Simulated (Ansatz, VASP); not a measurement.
**Tl in VASP and in Ansatz**

File INCAR:

```
SYSTEM = Tl
PREC     = Accurate       ! precision mode
ENCUT    = 520            ! plane-wave cutoff, eV
EDIFF    = 1E-6           ! SCF threshold, eV
ISMEAR   = -1             ! smearing method
SIGMA    = 0.08           ! smearing width, eV
LREAL    = .False.        ! projectors in reciprocal space
LASPH    = .True.         ! aspherical terms in the spheres
NELM     = 80             ! most SCF steps
ALGO     = Normal         ! electronic algorithm
ISIF     = 2              ! what is computed and relaxed
LWAVE    = .False.        ! write WAVECAR
LCHARG   = .False.        ! write CHGCAR
GGA      = PE             ! functional
NBANDS   = 12             ! bands
```

KPOINTS

```
regular mesh
0
Gamma
  12 12 12
  0 0 0
```

POSCAR

```
Tl
1.0
    2.5807992472      0.0000000000      0.0000000000
    0.0000000000      2.5807992472      0.0000000000
    0.0000000000      0.0000000000      2.5807992472
Tl
1
Direct
    0.0000000000      0.0000000000      0.0000000000
```

Input for Ansatz:

```yaml
crystal:
  lattice:
    - [2.5807992472, 0.0, 0.0]
    - [0.0, 2.5807992472, 0.0]
    - [0.0, 0.0, 2.5807992472]
  atoms:
    - { symbol: Tl, position: [0.0, 0.0, 0.0] }
kpoints:
  mp_grid: { grid: [12, 12, 12] }
scf:
  occupations: { method: fermi_dirac, width: 0.08 }
hamiltonian:
  xc: pbe
  pseudopotentials: { kind: paw }
output:
  forces: true
  stress: true
  eigenvalues: true
  populations: true
```

Change from the starting cell: volume scaled by 0.5, PAW files.

Alike in both runs: task single point; functional PBE; k mesh 12 × 12 × 12; occupations fermi-dirac, width 0.08 eV; no spin polarisation.

```csv
,VASP,Ansatz
version,VASP 6.6.1,Ansatz 0.2.0
potentials or method,"VASP PAW PBE potentials, release 64 (Tl_d)","PAW with Ansatz's default frozen-core files, scalar-relativistic"
plane-wave cutoff (eV),520,420
valence electrons in the cell,13,13
```

Ansatz gave:

| Quantity | Value |
| --- | --- |
| pressure (GPa) | 101.7 |

Problem. What did VASP give for the same quantities?

Solution. Pressure (GPa): 101.8.

Both programs put the cell under a high pressure, so it lies far from rest at this level. The functional is the same, so the differences come from potentials, cutoffs and numerics.

Spin-orbit coupling is off throughout. Noted on VASP's run: the cell as given lies far from equilibrium.
